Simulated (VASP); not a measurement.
As, 2 atoms in the cell. It takes space group R-3m (No. 166, trigonal). Conventional cell: a = 3.781 Å, b = 3.781 Å, c = 10.102 Å, α = 90.00°, β = 90.00°, γ = 120.00°. Within 3.3 Å of As (site symmetry 3m) lie 6 As at 2.53 to 3.02 Å. 

| Item | Value |
| --- | --- |
| Program | VASP 6.6.1 |
| Task | single point |
| Functional | PBEsol |
| Potentials or basis | VASP PAW PBE potentials, release 64 (As_d) |
| Cutoff | 510 eV |
| k mesh | 15 × 15 × 15 |
| Occupations | gaussian, width 0.1 eV |
| Spin | no spin polarisation |
| Dipole correction | no |
| Further INCAR settings | ALGO = Normal; EDIFF = 1e-06; NBANDS = 22 |

Potentials or basis: VASP PAW PBE potentials, release 64 (As_d).

Launch:

```bash
$ cat potpaw_PBE.64/As_d/POTCAR > POTCAR
$ mpirun -np 1 vasp_std > vasp.out
```

Hardware: 1 thread of Intel(R) Xeon(R) Platinum 8375C CPU @ 2.90GHz (Ice Lake), with other jobs on the host.

Q: Estimate the wall time of this run.

A: It took 2.4 min on 1 thread of Intel(R) Xeon(R) Platinum 8375C CPU @ 2.90GHz (Ice Lake), on a shared host, peak memory 0.35 GiB. Counts: scf iterations 10, k points 344.
